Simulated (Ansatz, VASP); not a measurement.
In3Se in VASP and in Ansatz

```
In Se
1.0
     3.99569   -0.52884    0.00000
    -0.52884    3.99569    0.00000
     0.00000    0.00000    4.70081
In Se
3 1
Direct
  0.00000 0.50000 0.50000
  0.50000 0.00000 0.50000
  0.50000 0.50000 0.00000
  0.00000 0.00000 0.00000
```

Change from the starting cell: engineering shear strain xy -0.2250, equal normal strain along x and y -0.1500.

Alike in both runs: task single point; functional PBE; dispersion D3(BJ); k mesh 8 × 8 × 8; occupations gaussian, width 0.15 eV; no spin polarisation.

```csv
,VASP,Ansatz
version,VASP 6.6.1,Ansatz 0.2.0
potentials or method,"VASP PAW PBE potentials, release 64 (In_d, Se), cutoff 520 eV","scalar-relativistic, plane waves, PAW"
valence electrons in the cell,45,55
```

VASP gave:

| Item | Value |
| --- | --- |
| gap on the k mesh at the Fermi level (eV) | none |
| pressure (GPa) | 40.7 |
| traceless stress, the component that is largest in VASP (GPa) | 28.75 |

Q: Estimate Ansatz's values.

A: gap on the k mesh at the Fermi level (eV): none; pressure (GPa): 40.6; traceless stress, the component that is largest in VASP (GPa): 28.74.

A gap of «none» marks a metal or a gap that the smearing closes. Both programs put the cell under a high pressure, so it lies far from rest at this level. VASP's potentials hold 45 valence electrons a cell and Ansatz's 55, so a difference there can come from the potentials and not from the codes.
